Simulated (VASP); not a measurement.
# TaSi2 (ref) (P6_222) in VASP: single point with r2SCAN

Aim: the single point of TaSi2 (ref) with r2SCAN.

Program: VASP 6.6.1. These are calculated values, not measurements. Logs are shortened: lines on timing, memory, paths and dates and some standing lists are left out, and cuts for length are marked.

## 1. The cell of the first run

The structure is hexagonal, space group P6_222 (No. 180). Conventional cell: a = 4.769 Å, b = 4.769 Å, c = 6.521 Å, α = 90.00°, β = 90.00°, γ = 120.00°. Ta (site symmetry 222) has 10 Si at 2.59 to 2.82 Å and 4 Ta at 3.23 Å within 3.4 Å. Si (site symmetry 2) has 7 Si at 2.54 to 3.14 Å and 5 Ta at 2.59 to 2.82 Å within 3.3 Å.

## 2. Single point, r2SCAN

File POSCAR:

```
TaSi2
1.0
    4.7686266500      0.0000000000      0.0000000000
   -2.3843133300      4.1297518200      0.0000000000
    0.0000000000      0.0000000000      6.5214099500
Ta Si
3 6
Direct
    0.0000000000      0.5000000000      0.1666666700
    0.5000000000      0.5000000000      0.8333333300
    0.5000000000      0.0000000000      0.5000000000
    0.8413836500      0.6827673000      0.5000000000
    0.1586163500      0.8413836500      0.8333333300
    0.6827673000      0.8413836500      0.1666666700
    0.1586163500      0.3172327000      0.5000000000
    0.8413836500      0.1586163500      0.8333333300
    0.3172327000      0.1586163500      0.1666666700
```

File INCAR.step1:

```
SYSTEM = TaSi2
PREC = Accurate
ENCUT = 520
ISMEAR = 0
SIGMA = 0.1
LREAL = .False.
LASPH = .True.
NELM = 60
NBANDS = 38
GGA = PE
ALGO = Normal
EDIFF = 1E-4
LWAVE = .True.
LCHARG = .False.
```

File INCAR.step2:

```
SYSTEM = TaSi2
PREC = Accurate
ENCUT = 520
EDIFF = 1E-6
ISMEAR = 0
SIGMA = 0.1
LREAL = .False.
LASPH = .True.
NELM = 60
ALGO = Normal
ISIF = 2
LWAVE = .False.
LCHARG = .False.
METAGGA = R2SCAN
LMIXTAU = .True.
NBANDS = 38
ISTART = 1
```

File KPOINTS:

```
regular mesh
0
Gamma
  6 6 4
  0 0 0
```

Potentials or basis: VASP PAW PBE potentials, release 64 (Ta_pv, Si).

On the command line:

```sh
> cat potpaw_PBE.64/Ta_pv/POTCAR potpaw_PBE.64/Si/POTCAR > POTCAR
> cp INCAR.step1 INCAR
> mpirun -np 1 vasp_std > vasp.out
> cp INCAR.step2 INCAR
> mpirun -np 1 vasp_std > vasp.out
```

OUTCAR:

```text
SYSTEM = TaSi2
   PREC = Accurate
   ENCUT = 520
   EDIFF = 1E-6
   ISMEAR = 0
   LREAL = .False.
   LASPH = .True.
   NELM = 60
   ISIF = 2
   METAGGA = R2SCAN
   ISTART = 1

 ion  position               nearest neighbor table
   1  0.000  0.500  0.167-   4 2.59   7 2.59   5 2.59   8 2.59   9 2.72   6 2.72   9 2.72   6 2.72
                             6 2.82   9 2.82   3 3.23   3 3.23   2 3.23   2 3.23
   2  0.500  0.500  0.833-   4 2.59   7 2.59   6 2.59   9 2.59   5 2.72   8 2.72   5 2.72   8 2.72
                             8 2.82   5 2.82   3 3.23   3 3.23   1 3.23   1 3.23
   3  0.500  0.000  0.500-   5 2.59   8 2.59   6 2.59   9 2.59   7 2.72   4 2.72   7 2.72   4 2.72
                             7 2.82   4 2.82   1 3.23   1 3.23   2 3.23   2 3.23
   4  0.841  0.683  0.500-   5 2.54   6 2.54   2 2.59   1 2.59   7 2.62   3 2.72   3 2.72   3 2.82
                             7 2.82   7 2.82   9 3.14   8 3.14
   5  0.159  0.841  0.833-   4 2.54   9 2.54   3 2.59   1 2.59   8 2.62   2 2.72   2 2.72   2 2.82
                             8 2.82   8 2.82   7 3.14   6 3.14
   6  0.683  0.841  0.167-   4 2.54   8 2.54   3 2.59   2 2.59   9 2.62   1 2.72   1 2.72   1 2.82
                             9 2.82   9 2.82   7 3.14   5 3.14
   7  0.159  0.317  0.500-   8 2.54   9 2.54   2 2.59   1 2.59   4 2.62   3 2.72   3 2.72   3 2.82
                             4 2.82   4 2.82   6 3.14   5 3.14
   8  0.841  0.159  0.833-   7 2.54   6 2.54   3 2.59   1 2.59   5 2.62   2 2.72   2 2.72   2 2.82
                             5 2.82   5 2.82   4 3.14   9 3.14
   9  0.317  0.159  0.167-   7 2.54   5 2.54   3 2.59   2 2.59   6 2.62   1 2.72   1 2.72   1 2.82
                             6 2.82   6 2.82   4 3.14   8 3.14

  LATTYP: Found a hexagonal cell.
 ALAT       =     4.7686266500
 C/A-ratio  =     1.3675656386

  Lattice vectors:

 A1 = (   4.7686266500,   0.0000000000,   0.0000000000)
 A2 = (  -2.3843133300,   4.1297518200,   0.0000000000)
 A3 = (   0.0000000000,   0.0000000000,   6.5214099500)

Analysis of symmetry for initial positions (statically):
=====================================================================
 Subroutine PRICEL returns:
 Original cell was already a primitive cell.

 Routine SETGRP: Setting up the symmetry group for a
 hexagonal supercell.

 Subroutine GETGRP returns: Found 12 space group operations
 (whereof  4 operations were pure point group operations)
 out of a pool of 24 trial point group operations.

The static configuration has the point symmetry D_2 .
 The point group associated with its full space group is D_6 .

Analysis of symmetry for dynamics (positions and initial velocities):
=====================================================================
 Subroutine PRICEL returns:
 Original cell was already a primitive cell.
[... 132 lines left out ...]
   EMIN   =  10.00;   EMAX   =-10.00  energy-range for DOS
   EFERMI =   0.00;   METHOD = LEGACY
   ISMEAR =     0;   SIGMA  =   0.10  broadening in eV -4-tet -1-fermi 0-gaus
   EFERMI_NEDOS =   21; number of points for ismear=-14 and -15
   IALGO  =     38    algorithm
   IMIX   =      4    mixing-type and parameters
     AMIX     =   0.40;   BMIX     =  1.00
     AMIX_MAG =   1.60;   BMIX_MAG =  1.00
  volume/ion in A,a.u.               =      14.27        96.30
  Fermi-wavevector in a.u.,A,eV,Ry     =   1.248763  2.359821 21.217064  1.559410
  Thomas-Fermi vector in A             =   2.382835
   LORBIT       =      0    0 simple, 1 ext, 2 COOP (PROOUT), +10 PAW based schemes
   METAGGA = R2SCAN    functional components
   LHFCALC =     F    Hartree Fock is set to
   AEXX    =    0.0000 exact exchange contribution
   IVDW    =     0    specifies the selected vdW correction
   LEPSILON=     F    determine dielectric tensor
   LRPA    =     F    only Hartree local field effects (RPA)
 non-spin polarized calculation
 Gauss-broadening in eV      SIGMA  =   0.10
  energy-cutoff  :      520.00
  volume of cell :      128.43
 maximum number of plane-waves:      3501
 NGX is ok and might be reduce to    36
   NGX = 17   NGY = 17   NGZ = 25

 number of electron      57.0000001 magnetization

 Free energy of the ion-electron system (eV)
  ---------------------------------------------------
  ext. energy  EPLUGINS =         0.00000000
  ---------------------------------------------------
  free energy    TOTEN  =      -202.41381715 eV

  energy without entropy =     -202.39858221  energy(sigma->0) =     -202.40619968

 E-fermi :   9.4982     XC(G=0): -13.0551

 val. band max:        9.4555080430   @ k =   0.3333   0.1667   0.5000
 cond. band min:       9.5882917797   @ k =   0.3333   0.1667   0.2500
 fundamental gap:      0.1327837368
 Fermi energy:         9.4981791969

 k-point     1 :       0.0000    0.0000    0.0000
  band No.  band energies     occupation
      1     -26.0809      2.00000
      2     -26.0759      2.00000
      3     -26.0759      2.00000
      4     -26.0097      2.00000
      5     -26.0097      2.00000
      6     -25.8982      2.00000
[... 850 lines left out ...]
     37      13.3199      0.00000
     38      13.4620      0.00000

------------------------ aborting loop because EDIFF is reached ----------------------------------------

  FORCE on cell =-STRESS in cart. coord.  units (eV):
  Direction    XX          YY          ZZ          XY          YZ          ZX
  --------------------------------------------------------------------------------------
  -------------------------------------------------------------------------------------
  Total        1.2665310      1.2665310      3.1598742     -0.0000000      0.0000000      0.0000000
  in kB       15.8003830     15.8003830     39.4204518     -0.0000000      0.0000000      0.0000000
  external PRESSURE =      23.6737393 kB  Pullay stress =       0.0000000 kB

 VOLUME and BASIS-vectors are now :
 -----------------------------------------------------------------------------
  energy-cutoff  :      520.00
  volume of cell :      128.43
      direct lattice vectors                 reciprocal lattice vectors
     4.768626650  0.000000000  0.000000000     0.209703983  0.121072651  0.000000000
    -2.384313330  4.129751820  0.000000000     0.000000000  0.242145302  0.000000000
     0.000000000  0.000000000  6.521409950     0.000000000  0.000000000  0.153341073

 POSITION                                       TOTAL-FORCE (eV/Angst)
 -----------------------------------------------------------------------------------
     -1.19216      2.06488      1.08690         0.000000     -0.000000      0.000000
      1.19216      2.06488      5.43451         0.000000     -0.000000     -0.000000
      2.38431      0.00000      3.26070         0.000000     -0.000000      0.000000
      2.38431      2.81966      3.26070        -0.000000      0.020880      0.000000
     -1.24974      3.47471      5.43451        -0.018083      0.010440     -0.000000
      1.24974      3.47471      1.08690         0.018083      0.010440      0.000000
     -0.00000      1.31009      3.26070         0.000000     -0.020880      0.000000
      3.63405      0.65505      5.43451         0.018083     -0.010440     -0.000000
      1.13457      0.65505      1.08690        -0.018083     -0.010440      0.000000
 -----------------------------------------------------------------------------------
    total drift:                               -0.000000     -0.000000      0.000009

  FREE ENERGIE OF THE ION-ELECTRON SYSTEM (eV)
  ---------------------------------------------------
  free  energy   TOTEN  =      -202.4138171546 eV

  energy  without entropy=     -202.3985822139  energy(sigma->0) =     -202.40619968
```

OUTCAR.step1:

```text
SYSTEM = TaSi2
   PREC = Accurate
   ENCUT = 520
   ISMEAR = 0
   LREAL = .False.
   LASPH = .True.
[... 1116 lines left out ...]
     -0.00000      1.31009      3.26070        -0.000000      0.050645     -0.000000
      3.63405      0.65505      5.43451        -0.043860      0.025322      0.000000
      1.13457      0.65505      1.08690         0.043860      0.025322     -0.000000
 -----------------------------------------------------------------------------------
    total drift:                               -0.000000     -0.000000      0.000009

  FREE ENERGIE OF THE ION-ELECTRON SYSTEM (eV)
  ---------------------------------------------------
  free  energy   TOTEN  =       -72.2004476963 eV

  energy  without entropy=      -72.1840732067  energy(sigma->0) =      -72.19226045
```

Run time: 6.1 min. Hardware: 1 thread of AMD EPYC 7R43 (Zen 3), shared host; peak memory 0.26 GiB.

What came out:

```
Free energy   : -202.4138 eV
Pressure      : 2.4 GPa
Largest force : 0.021 eV/Å
```

Forces on the atoms (eV/Å):
```
Ta   0.000  0.000  0.000
Ta   0.000  0.000  0.000
Ta   0.000  0.000  0.000
Si   0.000  0.021  0.000
Si  -0.018  0.010  0.000
Si   0.018  0.010  0.000
Si   0.000 -0.021  0.000
Si   0.018 -0.010  0.000
Si  -0.018 -0.010  0.000
```

Caveat: the PAW data sets were made with another functional, which shifts forces and pressure a little; spin-orbit coupling is left out, which moves the levels of the heavy elements.
